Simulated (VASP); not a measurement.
# Pd2C (Fm-3m) in VASP: notebook, part 2 of 2

VASP 6.6.1. Earlier steps stand in the parts before.

### Step 3. Relaxation of cell and atoms, PBE

File INCAR:

```
SYSTEM = Pd2C
PREC = Accurate ; ENCUT = 600
EDIFF = 1E-6 ; ISMEAR = 0
SIGMA = 0.1 ; LREAL = .False.
LASPH = .True. ; NELM = 100
ALGO = Normal ; ISIF = 3
LWAVE = .False. ; LCHARG = .False.
GGA = PE ; IBRION = 2
NSW = 100 ; EDIFFG = -0.01
```

File KPOINTS:

```
regular mesh
0
Gamma
  16 16 16
  0 0 0
```

File POSCAR:

```
Pd2C
1.0
    0.0000000000      2.6757844755      2.6757844755
    2.6757844755      0.0000000000      2.6757844755
    2.6757844755      2.6757844755      0.0000000000
Pd C
2 1
Direct
    0.2500000000      0.2500000000      0.2500000000
    0.7500000000      0.7500000000      0.7500000000
    0.0000000000      0.0000000000      0.0000000000
```

Potentials or basis: VASP PAW PBE potentials, release 64 (Pd, C).

On the command line:

```
$ cat potpaw_PBE.64/Pd/POTCAR potpaw_PBE.64/C/POTCAR > POTCAR
$ mpirun -np 1 vasp_std > vasp.out
```

OUTCAR:

```text
SYSTEM = Pd2C
   PREC = Accurate
   ENCUT = 600
   EDIFF = 1E-6
   ISMEAR = 0
   LREAL = .False.
   LASPH = .True.
   NELM = 100
   ISIF = 3
   GGA = PE
   IBRION = 2
   NSW = 100
   EDIFFG = -0.01

 ion  position               nearest neighbor table
   1  0.250  0.250  0.250-   3 2.32   3 2.32   3 2.32   3 2.32   2 2.68   2 2.68   2 2.68   2 2.68
                             2 2.68   2 2.68
   2  0.750  0.750  0.750-   3 2.32   3 2.32   3 2.32   3 2.32   1 2.68   1 2.68   1 2.68   1 2.68
                             1 2.68   1 2.68
   3  0.000  0.000  0.000-   2 2.32   2 2.32   2 2.32   1 2.32   1 2.32   1 2.32   2 2.32   1 2.32

  LATTYP: Found a face centered cubic cell.
 ALAT       =     5.3515689510

  Lattice vectors:

 A1 = (   0.0000000000,   2.6757844755,   2.6757844755)
 A2 = (   2.6757844755,   0.0000000000,   2.6757844755)
 A3 = (   2.6757844755,   2.6757844755,   0.0000000000)

Analysis of symmetry for initial positions (statically):
=====================================================================
 Subroutine PRICEL returns:
 Original cell was already a primitive cell.

 Routine SETGRP: Setting up the symmetry group for a
 face centered cubic supercell.

 Subroutine GETGRP returns: Found 48 space group operations
 (whereof 48 operations were pure point group operations)
 out of a pool of 48 trial point group operations.

The static configuration has the point symmetry O_h .

Analysis of symmetry for dynamics (positions and initial velocities):
=====================================================================
 Subroutine PRICEL returns:
 Original cell was already a primitive cell.

 Routine SETGRP: Setting up the symmetry group for a
 face centered cubic supercell.

 Subroutine GETGRP returns: Found 48 space group operations
 (whereof 48 operations were pure point group operations)
 out of a pool of 48 trial point group operations.

The dynamic configuration has the point symmetry O_h .

[... 130 lines left out ...]
   LRPA    =     F    only Hartree local field effects (RPA)
 conjugate gradient relaxation of ions
 non-spin polarized calculation
 Gauss-broadening in eV      SIGMA  =   0.10
  energy-cutoff  :      600.00
  volume of cell :       38.32
 maximum number of plane-waves:      1303
   NGX = 15   NGY = 15   NGZ = 15

--------------------------------------- Ionic step        1  -------------------------------------------

 number of electron      23.9999995 magnetization

 Free energy of the ion-electron system (eV)
  ---------------------------------------------------
  ext. energy  EPLUGINS =         0.00000000
  ---------------------------------------------------
  free energy    TOTEN  =       -17.14768702 eV

  energy without entropy =      -17.13469098  energy(sigma->0) =      -17.14118900

------------------------ aborting loop because EDIFF is reached ----------------------------------------

  FORCE on cell =-STRESS in cart. coord.  units (eV):
  Direction    XX          YY          ZZ          XY          YZ          ZX
  --------------------------------------------------------------------------------------
  -------------------------------------------------------------------------------------
  Total       -0.1216667     -0.1216667     -0.1216667     -0.0000000     -0.0000000     -0.0000000
  in kB       -5.0874339     -5.0874339     -5.0874339     -0.0000000     -0.0000000     -0.0000000
  external PRESSURE =      -5.0874339 kB  Pullay stress =       0.0000000 kB
[... 61 lines left out ...]
--------------------------------------- Ionic step        3  -------------------------------------------

 number of electron      23.9999995 magnetization

 Free energy of the ion-electron system (eV)
  ---------------------------------------------------
  ext. energy  EPLUGINS =         0.00000000
  ---------------------------------------------------
  free energy    TOTEN  =       -17.14784899 eV

  energy without entropy =      -17.13486231  energy(sigma->0) =      -17.14135565

 E-fermi :   9.8666     XC(G=0): -12.7068

 val. band max:        9.8634081537   @ k =  -0.2500   0.5000   0.2500
 cond. band min:       9.8720453450   @ k =  -0.3750   0.4375   0.1875
 fundamental gap:      0.0086371913
 Fermi energy:         9.8665701039

 k-point     1 :       0.0000    0.0000    0.0000
  band No.  band energies     occupation
      1      -3.1199      2.00000
      2       2.8672      2.00000
      3       2.8672      2.00000
      4       2.8672      2.00000
      5       3.9859      2.00000
      6       3.9859      2.00000
[... 433 lines left out ...]
      3       2.9222      2.00000
      4       2.9970      2.00000
      5       4.0521      2.00000
      6       4.1111      2.00000
[... 8 lines left out ...]
     15      11.9345      0.00000
     16      17.3662      0.00000

 [... further k-points ...]

------------------------ aborting loop because EDIFF is reached ----------------------------------------

  FORCE on cell =-STRESS in cart. coord.  units (eV):
  Direction    XX          YY          ZZ          XY          YZ          ZX
  --------------------------------------------------------------------------------------
  -------------------------------------------------------------------------------------
  Total        0.0029988      0.0029988      0.0029988      0.0000000      0.0000000     -0.0000000
  in kB        0.1257250      0.1257250      0.1257250      0.0000000      0.0000000     -0.0000000
  external PRESSURE =       0.1257250 kB  Pullay stress =       0.0000000 kB
[... 18 lines left out ...]
  FREE ENERGIE OF THE ION-ELECTRON SYSTEM (eV)
  ---------------------------------------------------
  free  energy   TOTEN  =       -17.1478489880 eV

  energy  without entropy=      -17.1348623122  energy(sigma->0) =      -17.14135565

 reached required accuracy - stopping structural energy minimisation
```

Wall time 2.2 min (1 thread of Intel Xeon 6975P-C (Granite Rapids), shared host); peak memory 0.25 GiB.

What came out:

- Free energy: -17.1478 eV
- Relaxed volume: 12.74 Å³/atom
- Relaxed cell: a = 3.781 Å, b = 3.781 Å, c = 3.781 Å, α = 60.00°, β = 60.00°, γ = 60.00°
- Space group after relaxing (to 0.1 Å): Fm-3m (No. 225)
- Energy gained by relaxing: 0.1 meV/atom
- Ionic steps: 3
- Pressure after relaxing: 0.0 GPa
- Band gap on the k mesh: zero (bands 12 and 13 overlap by 1.27 eV)

Step by step:
| step | energy change (eV) | largest force (eV/Å) | pressure (GPa) | volume (Å³) |
| --- | --- | --- | --- | --- |
| 1 | 0.0000 | 0.0000 | -0.51 | 38.32 |
| 2 | 0.0001 | 0.0000 | 0.67 | 38.09 |
| 3 | -0.0002 | 0.0000 | 0.01 | 38.22 |

Final structure:
```
Pd C
1.0
     0.00000    2.67343    2.67343
     2.67343    0.00000    2.67343
     2.67343    2.67343    0.00000
Pd C
2 1
Cartesian
  1.3367 1.3367 1.3367
  4.0101 4.0101 4.0101
  0.0000 0.0000 0.0000
```

Levels at points of the mesh, in eV from the Fermi level:
```tsv
k point	band 9	band 10	band 11	band 12	band 13	band 14	band 15	band 16
(0.00, 0.00, 0.00)	-1.85	-0.60	-0.60	0.09	2.13	2.13	2.13	7.84
(0.50, 0.00, 0.00)	-3.43	-3.33	-3.33	-2.19	1.86	1.86	3.46	6.19
(0.50, 0.50, 0.00)	-3.04	-1.68	-1.40	-1.40	-0.69	-0.03	4.72	8.03
```

### Step 4. Single point, PBE

This run uses another cell than the first one, of 13.62 Å³/atom.

File INCAR:

```
PREC = Accurate
ENCUT = 520
EDIFF = 1E-7
ISMEAR = 0
SIGMA = 0.1
LREAL = False
LASPH = True
NELM = 100
ALGO = Normal
ISIF = 2
LWAVE = False
LCHARG = True
GGA = PE
LELF = True
LVHAR = True
NBANDS = 19
```

File KPOINTS:

```
Automatic mesh
0
Gamma
  6 6 6
```

File POSCAR:

```
Pd2C
1.0
    0.0000000000      2.7337555800      2.7337555800
    2.7337555800      0.0000000000      2.7337555800
    2.7337555800      2.7337555800      0.0000000000
Pd C
2 1
Direct
    0.2500000000      0.2500000000      0.2500000000
    0.7500000000      0.7500000000      0.7500000000
    0.0000000000      0.0000000000      0.0000000000
```

On the command line:

```
$ cat potpaw_PBE.64/Pd/POTCAR potpaw_PBE.64/C/POTCAR > POTCAR
$ mpirun -np 1 vasp_std > vasp.out
```

Run time: 9.8 s. Hardware: 1 thread of Intel Xeon 6975P-C (Granite Rapids), shared host; peak memory 0.16 GiB.

It converged, with:

```yaml
Free_energy: -17.0339 eV
Pressure: -10.9 GPa
Band_gap_on_the_k_mesh: zero (bands 12 and 13 overlap by 1.13 eV)
```

Levels at points of the mesh, in eV from the Fermi level:
```tsv
k point	band 8	band 9	band 10	band 11	band 12	band 13	band 14	band 15	band 16	band 17
(0.00, 0.00, 0.00)	-1.73	-1.73	-0.61	-0.61	0.05	2.03	2.03	2.03	7.62	7.62
(0.50, 0.00, 0.00)	-3.14	-3.14	-3.04	-3.04	-2.03	1.75	1.75	3.17	6.03	9.49
(0.50, 0.50, 0.00)	-2.79	-2.79	-1.58	-1.23	-1.23	-0.69	-0.05	4.48	7.51	7.70
```

Caveat: the cell stands under tension.

### Step 5. Overview

```tsv
task	cell	k mesh	cutoff (eV)	gap on the mesh (eV)	pressure (GPa)
single point	a = 3.782 Å, angles 60.0°, 3 atoms	16 × 16 × 16	520	none	-0.1
relaxation of cell and atoms	relaxed from a = 3.784 Å, angles 60.0°, 3 atoms	16 × 16 × 16	600	none	0.0
single point	a = 3.866 Å, angles 60.0°, 3 atoms	6 × 6 × 6	520	none	-10.9
```

Alike in all rows: level PBE; potentials or basis VASP PAW PBE potentials, release 64 (Pd, C); no spin polarisation; smearing gaussian 0.1 eV.

Caveats: the cell stands under tension (at least some runs).

Absolute energies hang on the potentials; compare differences alone.
